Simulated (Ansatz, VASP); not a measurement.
**One calculation of V, two programs**

```
CELL_PARAMETERS angstrom
-1.47956 1.47956 1.47956
1.47956 -1.47956 1.47956
1.47956 1.47956 -1.47956
ATOMIC_POSITIONS crystal
V 0.00000 0.00000 0.00000
```

Alike in both runs: task relaxation of cell and atoms; functional PBEsol; k mesh 20 × 20 × 20; occupations fermi-dirac, width 0.15 eV; no spin polarisation.

|  | VASP | Ansatz |
| --- | --- | --- |
| version | VASP 6.6.1 | Ansatz 0.2.0 |
| potentials or method | VASP PAW PBE potentials, release 64 (V_sv), cutoff 600 eV | scalar-relativistic, plane waves, PAW |
| valence electrons in the cell | 13 | 13 |

|  | VASP | Ansatz | Ansatz less VASP |
| --- | --- | --- | --- |
| gap on the k mesh at the Fermi level, each at its own relaxed structure (eV) | none | none | - |
| relaxed volume (Å³/atom) | 13.01 | 13.00 | -0.006 |
| relaxed cell length with the largest relative difference (Å) | 2.566 | 2.566 | -0.0004 |

VASP's potentials were made for PBE, not for PBEsol, and Ansatz warns of the same on its side. A gap of «none» marks a metal or a gap that the smearing closes.
